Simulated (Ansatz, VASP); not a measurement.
**CuAu3 in VASP and in Ansatz**

```
CELL_PARAMETERS angstrom
4.01097 0.00000 0.00000
0.00000 4.01097 0.00000
0.00000 0.00000 4.01097
ATOMIC_POSITIONS crystal
Cu 0.00000 0.00000 0.00000
Au 0.00000 0.50000 0.50000
Au 0.50000 0.00000 0.50000
Au 0.50000 0.50000 0.00000
```

Alike in both runs: functional r2SCAN; k mesh 10 × 10 × 10; occupations gaussian, width 0.1 eV; no spin polarisation.

Ansatz relaxed the structure, and its values are those at the end. VASP's run is a single point on that final structure, the one shown.

|  | VASP | Ansatz |
| --- | --- | --- |
| version | VASP 6.6.1 | Ansatz 0.2.0 |
| potentials or method | VASP PAW PBE potentials, release 64 (Cu, Au), cutoff 520 eV | scalar-relativistic, plane waves, PAW |
| valence electrons in the cell | 44 | 76 |

|  | VASP | Ansatz | Ansatz less VASP |
| --- | --- | --- | --- |
| gap on the k mesh at the Fermi level (eV) | none | none | - |
| pressure (GPa) | 0.3 | 0.0 | -0.33 |

VASP's potentials were made for PBE, not for r2SCAN. A gap of «none» marks a metal or a gap that the smearing closes. VASP's potentials hold 44 valence electrons a cell and Ansatz's 76, so a difference there can come from the potentials and not from the codes.

Neither program's run includes spin-orbit coupling.
